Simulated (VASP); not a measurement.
Set up this calculation in VASP 6.6.1, as the native input.

| Quantity | Value |
| --- | --- |
| Task | single point |
| Functional | PBE |
| Potentials or basis | VASP PAW PBE potentials, release 64 (Sn_d, Se) |
| Cutoff | 500 eV |
| k mesh | 6 × 6 × 6 |
| Occupations | methfessel-paxton, width 0.05 eV |
| Spin | no spin polarisation |
| Dipole correction | no |
| Further INCAR settings | ALGO = Normal; EDIFF = 1e-06; NBANDS = 17 |

The structure of SnSe lies in POSCAR:

```
SnSe
1.0
    0.0000000000      2.9693193375      2.9693193375
    2.9693193375      0.0000000000      2.9693193375
    2.9693193375      2.9693193375      0.0000000000
Sn Se
1 1
Direct
    0.0000000000      0.0000000000      0.0000000000
    0.5000000000      0.5000000000      0.5000000000
```

These files were run (other wordings do the same):

INCAR

```
SYSTEM = SnSe
ALGO = Normal
EDIFF = 1E-6
ENCUT = 500
GGA = PE
GGA_COMPAT = .False.
ISIF = 2
ISMEAR = 1
LASPH = .True.
LCHARG = .False.
LREAL = .False.
LWAVE = .False.
NBANDS = 17
NELM = 120
PREC = Accurate
SIGMA = 0.05
```

KPOINTS

```
k-points
0
Gamma
  6 6 6
  0 0 0
```

Potentials or basis: VASP PAW PBE potentials, release 64 (Sn_d, Se).

Launch:

```bash
$ cat potpaw_PBE.64/Sn_d/POTCAR potpaw_PBE.64/Se/POTCAR > POTCAR
$ mpirun -np 1 vasp_std > vasp.out
```

It gave:

```yaml
Pressure: 2.9 GPa
Band_gap_on_the_k_mesh: 0.76 eV, direct
```

Caveat: spin-orbit coupling is left out, which moves the levels of the heavy elements.

It took 19 s on 1 thread of AMD EPYC 7R43 64-Core Processor (Zen 3), with other jobs on the host, peak memory 0.14 GiB.
